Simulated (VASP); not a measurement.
# K (Fm-3m) in VASP: a series of runs

Aim: see how the results for K move with the level of theory and the settings. Levels: LDA, r2SCAN0+D3(BJ). Tasks: single point.

All numbers are computed with VASP 6.6.1; they aren't measurements. Logs are shortened: lines on timing, memory, paths and dates and some standing lists are left out, and cuts for length are marked.

**1. The cell of the first run**

The structure is cubic, space group Fm-3m (No. 225). Conventional cell: a = 6.784 Å, b = 6.784 Å, c = 6.784 Å, α = 90.00°, β = 90.00°, γ = 90.00°.

This isn't the form of K at room conditions, which is bcc.

**2. Single point, LDA**

File INCAR:

```
PREC     = Accurate       # precision mode
ENCUT    = 520            # plane-wave cutoff, eV
EDIFF    = 1E-6           # SCF threshold, eV
ISMEAR   = -1             # smearing method
SIGMA    = 0.05           # smearing width, eV
LREAL    = False          # projectors in reciprocal space
LASPH    = True           # aspherical terms in the spheres
NELM     = 100            # most SCF steps
ALGO     = Normal         # electronic algorithm
ISIF     = 2              # what is computed and relaxed
LWAVE    = False          # write WAVECAR
LCHARG   = True           # write CHGCAR
LELF     = True           # ELF
LVHAR    = True         
NBANDS   = 10             # bands
```

File KPOINTS:

```
Automatic mesh
0
Gamma
  8 8 8
```

File POSCAR:

```
K
1.0
    0.0000000000      3.3918728180      3.3918728180
    3.3918728180      0.0000000000      3.3918728180
    3.3918728180      3.3918728180      0.0000000000
K
1
Direct
    0.0000000000      0.0000000000      0.0000000000
```

Potentials or basis: VASP PAW LDA potentials, release 64 (K_sv).

The run is started by

```sh
cat potpaw_LDA.64/K_sv/POTCAR > POTCAR
mpirun -np 1 vasp_std > vasp.out
```

OUTCAR:

```text
PREC = Accurate
   ENCUT = 520
   EDIFF = 1E-6
   ISMEAR = -1
   LREAL = False
   LASPH = True
   NELM = 100
   ISIF = 2

 ion  position               nearest neighbor table
   1  0.000  0.000  0.000-

  LATTYP: Found a face centered cubic cell.
 ALAT       =     6.7837456360

  Lattice vectors:

 A1 = (   0.0000000000,   3.3918728180,   3.3918728180)
 A2 = (   3.3918728180,   0.0000000000,   3.3918728180)
 A3 = (   3.3918728180,   3.3918728180,   0.0000000000)

Analysis of symmetry for initial positions (statically):
=====================================================================
 Subroutine PRICEL returns:
 Original cell was already a primitive cell.

 Routine SETGRP: Setting up the symmetry group for a
 face centered cubic supercell.

 Subroutine GETGRP returns: Found 48 space group operations
 (whereof 48 operations were pure point group operations)
 out of a pool of 48 trial point group operations.

The static configuration has the point symmetry O_h .

Analysis of symmetry for dynamics (positions and initial velocities):
=====================================================================
 Subroutine PRICEL returns:
 Original cell was already a primitive cell.

 Routine SETGRP: Setting up the symmetry group for a
 face centered cubic supercell.

 Subroutine GETGRP returns: Found 48 space group operations
 (whereof 48 operations were pure point group operations)
 out of a pool of 48 trial point group operations.

The dynamic configuration has the point symmetry O_h .

 Subroutine INISYM returns: Found 48 space group operations
 (whereof 48 operations are pure point group operations),
 and found     1 'primitive' translations

----------------------------------------------------------------------------------------

                                     Primitive cell

  volume of cell :      78.0456

  direct lattice vectors                    reciprocal lattice vectors
     0.000000000  3.391872818  3.391872818    -0.147411188  0.147411188  0.147411188
     3.391872818  0.000000000  3.391872818     0.147411188 -0.147411188  0.147411188
     3.391872818  3.391872818  0.000000000     0.147411188  0.147411188 -0.147411188

  length of vectors
     4.796832541  4.796832541  4.796832541     0.255323666  0.255323666  0.255323666

  position of ions in fractional coordinates (direct lattice)
     0.000000000  0.000000000  0.000000000

[... 77 lines left out ...]
   EDIFFG = 0.1E-04   stopping-criterion for IOM
   NSW    =      0    number of steps for IOM
   IBRION =     -1    ionic relax: 0-MD 1-quasi-New 2-CG
   NFREE  =      0    steps in history (QN), initial steepest desc. (CG)
   ISIF   =      2    stress and relaxation
   ISYM   =      2    0-nonsym 1-usesym 2-fastsym
   POTIM  = 0.5000    time-step for ionic-motion
   TEBEG  =    0.0;   TEEND  =   0.0 temperature during run
   PSTRESS=    0.0 pullay stress
   NELECT =       9.0000    total number of electrons
   NUPDOWN=      -1.0000    fix difference up-down
   EMIN   =  10.00;   EMAX   =-10.00  energy-range for DOS
   EFERMI =   0.00;   METHOD = LEGACY
   ISMEAR =    -1;   SIGMA  =   0.05  broadening in eV -4-tet -1-fermi 0-gaus
   EFERMI_NEDOS =   21; number of points for ismear=-14 and -15
   IALGO  =     38    algorithm
   IMIX   =      4    mixing-type and parameters
     AMIX     =   0.40;   BMIX     =  1.00
     AMIX_MAG =   1.60;   BMIX_MAG =  1.00
  volume/ion in A,a.u.               =      78.05       526.68
  Fermi-wavevector in a.u.,A,eV,Ry     =   0.796843  1.505815  8.639139  0.634959
  Thomas-Fermi vector in A             =   1.903445
   LORBIT       =      0    0 simple, 1 ext, 2 COOP (PROOUT), +10 PAW based schemes
   GGA     = CA    functional components
   LHFCALC =     F    Hartree Fock is set to
   AEXX    =    0.0000 exact exchange contribution
   IVDW    =     0    specifies the selected vdW correction
   LEPSILON=     F    determine dielectric tensor
   LRPA    =     F    only Hartree local field effects (RPA)
 non-spin polarized calculation
  energy-cutoff  :      520.00
  volume of cell :       78.05
 maximum number of plane-waves:      2120
   NGX = 17   NGY = 17   NGZ = 17

 number of electron       9.0000002 magnetization

 Free energy of the ion-electron system (eV)
  ---------------------------------------------------
  ext. energy  EPLUGINS =         0.00000000
  ---------------------------------------------------
  free energy    TOTEN  =        -1.13675190 eV

  energy without entropy =       -1.13053623  energy(sigma->0) =       -1.13364406

 E-fermi :  -0.4706     XC(G=0):  -5.7182

 val. band max:       -0.5686177887   @ k =   0.3750   0.3750   0.0000
 cond. band min:      -0.3691472644   @ k =   0.5000   0.3750   0.1250
 fundamental gap:      0.1994705243
 Fermi energy:        -0.4706211677

 k-point     1 :       0.0000    0.0000    0.0000
  band No.  band energies     occupation
      1     -32.2849      2.00000
      2     -15.9691      2.00000
      3     -15.9691      2.00000
      4     -15.9691      2.00000
      5      -2.5095      2.00000
      6       3.6065      0.00000
      7       3.6065      0.00000
      8       3.6065      0.00000
      9       4.7758      0.00000
     10       4.7758      0.00000
[... 287 lines left out ...]
 k-point    24 :      -0.3750    0.2500    0.1250
  band No.  band energies     occupation
      1     -32.2815      2.00000
      2     -16.0174      2.00000
      3     -15.9915      2.00000
      4     -15.9817      2.00000
      5       0.3255      0.00000
      6       0.3941      0.00000
      7       2.3945      0.00000
      8       3.4034      0.00000
      9       4.5023      0.00000
     10       5.4078      0.00000

 [... further k-points ...]

------------------------ aborting loop because EDIFF is reached ----------------------------------------

  FORCE on cell =-STRESS in cart. coord.  units (eV):
  Direction    XX          YY          ZZ          XY          YZ          ZX
  --------------------------------------------------------------------------------------
  -------------------------------------------------------------------------------------
  Total       -0.2940703     -0.2940703     -0.2940703      0.0000000     -0.0000000      0.0000000
  in kB       -6.0368881     -6.0368881     -6.0368881      0.0000000     -0.0000000      0.0000000
  external PRESSURE =      -6.0368881 kB  Pullay stress =       0.0000000 kB

 VOLUME and BASIS-vectors are now :
 -----------------------------------------------------------------------------
  energy-cutoff  :      520.00
  volume of cell :       78.05
      direct lattice vectors                 reciprocal lattice vectors
     0.000000000  3.391872818  3.391872818    -0.147411188  0.147411188  0.147411188
     3.391872818  0.000000000  3.391872818     0.147411188 -0.147411188  0.147411188
     3.391872818  3.391872818  0.000000000     0.147411188  0.147411188 -0.147411188

 POSITION                                       TOTAL-FORCE (eV/Angst)
 -----------------------------------------------------------------------------------
      0.00000      0.00000      0.00000         0.000000      0.000000     -0.000000
 -----------------------------------------------------------------------------------
    total drift:                               -0.000000      0.000000      0.000000

  FREE ENERGIE OF THE ION-ELECTRON SYSTEM (eV)
  ---------------------------------------------------
  free  energy   TOTEN  =        -1.1367518963 eV

  energy  without entropy=       -1.1305362289  energy(sigma->0) =       -1.13364406
```

stdout:

```text
POSCAR found type information on POSCAR K
 POSCAR found :  1 types and       1 ions
 scaLAPACK will be used
 LDA part: xc-table for (Slater(with rela. corr.)+CA(PZ))
 , standard interpolation
 POSCAR, INCAR and KPOINTS ok, starting setup
 FFT: planning ... GRIDC
 FFT: planning ... GRID_SOFT
 FFT: planning ... GRID
 WAVECAR not read
 entering main loop
```

It took 26 s on 1 thread of Intel Xeon 8259CL, shared host; peak memory 0.17 GiB.

What came out:

| Property | Result |
| --- | --- |
| Free energy | -1.1368 eV |
| Pressure | -0.6 GPa |
| Band gap on the k mesh | zero (an odd number of electrons rules out a gap without spin polarisation) |

**3. Single point, LDA**

File INCAR:

```
SYSTEM = K
  PREC = Accurate
  ENCUT = 520
  EDIFF = 1E-6
  ISMEAR = -1
  SIGMA = 0.05
  LREAL = .FALSE.
  LASPH = .TRUE.
  NELM = 80
  ALGO = Normal
  ISIF = 2
  LWAVE = .FALSE.
  LCHARG = .TRUE.
  GGA = CA
  LELF = .TRUE.
  LVHAR = .TRUE.
  NBANDS = 10
```

File KPOINTS:

```
Automatic mesh
0
G
  10 10 10
  0 0 0
```

POSCAR is that of step 2.

Potentials or basis: VASP PAW LDA potentials, release 64 (K_sv).

The run is started by

```sh
cat potpaw_LDA.64/K_sv/POTCAR > POTCAR
mpirun -np 1 vasp_std > vasp.out
```

OUTCAR:

```text
SYSTEM = K
   PREC = Accurate
   ENCUT = 520
   EDIFF = 1E-6
   ISMEAR = -1
   LREAL = .FALSE.
   LASPH = .TRUE.
   NELM = 80
   ISIF = 2
   GGA = CA

 ion  position               nearest neighbor table
   1  0.000  0.000  0.000-

  LATTYP: Found a face centered cubic cell.
 ALAT       =     6.7837456360

  Lattice vectors:

 A1 = (   0.0000000000,   3.3918728180,   3.3918728180)
 A2 = (   3.3918728180,   0.0000000000,   3.3918728180)
 A3 = (   3.3918728180,   3.3918728180,   0.0000000000)

Analysis of symmetry for initial positions (statically):
=====================================================================
 Subroutine PRICEL returns:
 Original cell was already a primitive cell.

 Routine SETGRP: Setting up the symmetry group for a
 face centered cubic supercell.

 Subroutine GETGRP returns: Found 48 space group operations
 (whereof 48 operations were pure point group operations)
 out of a pool of 48 trial point group operations.

The static configuration has the point symmetry O_h .

Analysis of symmetry for dynamics (positions and initial velocities):
=====================================================================
 Subroutine PRICEL returns:
[... 155 lines left out ...]

 val. band max:       -0.4759433884   @ k =   0.5000   0.3000   0.1000
 cond. band min:      -0.3327425448   @ k =   0.4000   0.4000   0.0000
 fundamental gap:      0.1432008436
 Fermi energy:        -0.4578703368

 k-point     1 :       0.0000    0.0000    0.0000
  band No.  band energies     occupation
      1     -32.2849      2.00000
      2     -15.9691      2.00000
      3     -15.9691      2.00000
      4     -15.9691      2.00000
      5      -2.5095      2.00000
      6       3.6065      0.00000
      7       3.6065      0.00000
      8       3.6065      0.00000
      9       4.7757      0.00000
     10       4.7757      0.00000
[... 287 lines left out ...]
 k-point    24 :       0.4000    0.3000    0.0000
  band No.  band energies     occupation
      1     -32.2817      2.00000
      2     -16.0117      2.00000
      3     -15.9867      2.00000
      4     -15.9850      2.00000
      5      -0.7317      1.99167
      6       1.9614      0.00000
      7       2.2210      0.00000
      8       3.9157      0.00000
      9       3.9602      0.00000
     10       5.4332      0.00000

 [... further k-points ...]
[... 5 lines left out ...]
  --------------------------------------------------------------------------------------
  -------------------------------------------------------------------------------------
  Total       -0.2955176     -0.2955176     -0.2955176      0.0000000     -0.0000000     -0.0000000
  in kB       -6.0665995     -6.0665995     -6.0665995      0.0000000     -0.0000000     -0.0000000
  external PRESSURE =      -6.0665995 kB  Pullay stress =       0.0000000 kB

 VOLUME and BASIS-vectors are now :
 -----------------------------------------------------------------------------
  energy-cutoff  :      520.00
  volume of cell :       78.05
      direct lattice vectors                 reciprocal lattice vectors
     0.000000000  3.391872818  3.391872818    -0.147411188  0.147411188  0.147411188
     3.391872818  0.000000000  3.391872818     0.147411188 -0.147411188  0.147411188
     3.391872818  3.391872818  0.000000000     0.147411188  0.147411188 -0.147411188

 POSITION                                       TOTAL-FORCE (eV/Angst)
 -----------------------------------------------------------------------------------
      0.00000      0.00000      0.00000         0.000000      0.000000      0.000000
 -----------------------------------------------------------------------------------
    total drift:                               -0.000000      0.000000      0.000000

  FREE ENERGIE OF THE ION-ELECTRON SYSTEM (eV)
  ---------------------------------------------------
  free  energy   TOTEN  =        -1.1388127624 eV

  energy  without entropy=       -1.1317903251  energy(sigma->0) =       -1.13530154
```

OSZICAR:

```text
N       E                     dE             d eps       ncg     rms          rms(c)
DAV:   1     0.491628839139E+02    0.49163E+02   -0.34425E+03   940   0.670E+02
DAV:   2     0.665152076011E+00   -0.48498E+02   -0.47685E+02   996   0.207E+02
DAV:   3    -0.108930416644E+01   -0.17545E+01   -0.17492E+01  1488   0.299E+01
DAV:   4    -0.113858822195E+01   -0.49284E-01   -0.49262E-01  1256   0.450E+00
DAV:   5    -0.113956121040E+01   -0.97299E-03   -0.97278E-03  1538   0.495E-01    0.193E+00
DAV:   6    -0.113894599180E+01    0.61522E-03   -0.13655E-03  1418   0.225E-01    0.120E+00
DAV:   7    -0.113877120576E+01    0.17479E-03   -0.24428E-03  1376   0.295E-01    0.502E-02
DAV:   8    -0.113880339997E+01   -0.32194E-04   -0.16296E-04  1220   0.132E-01    0.205E-02
DAV:   9    -0.113881309146E+01   -0.96915E-05   -0.12628E-05  1244   0.295E-02    0.102E-02
DAV:  10    -0.113881276238E+01    0.32908E-06   -0.43175E-06  1326   0.168E-02
   1 F= -.11388128E+01 E0= -.11353015E+01  d E =-.702244E-02
```

stdout:

```text
POSCAR found type information on POSCAR K
 POSCAR found :  1 types and       1 ions
 scaLAPACK will be used
 LDA part: xc-table for (Slater(with rela. corr.)+CA(PZ))
 , standard interpolation
 POSCAR, INCAR and KPOINTS ok, starting setup
 FFT: planning ... GRIDC
 FFT: planning ... GRID_SOFT
 FFT: planning ... GRID
 WAVECAR not read
 entering main loop
```

It took 37 s on 1 thread of Intel Xeon 8259CL, shared host; peak memory 0.18 GiB.

Results:

```
Free energy            : -1.1388 eV
Pressure               : -0.6 GPa
Band gap on the k mesh : zero (an odd number of electrons rules out a gap without spin polarisation)
```

Levels at points of the mesh, in eV from the Fermi level:
```csv
k point,band 2,band 3,band 4,band 5,band 6,band 7,band 8,band 9
"(0.00, 0.00, 0.00)",-15.51,-15.51,-15.51,-2.05,4.06,4.06,4.06,5.23
"(0.50, 0.00, 0.00)",-15.57,-15.52,-15.52,0.30,0.61,3.88,3.88,5.79
"(0.50, 0.50, 0.00)",-15.56,-15.53,-15.53,0.95,1.37,2.32,4.72,4.72
```

[end of part 1 of 2]
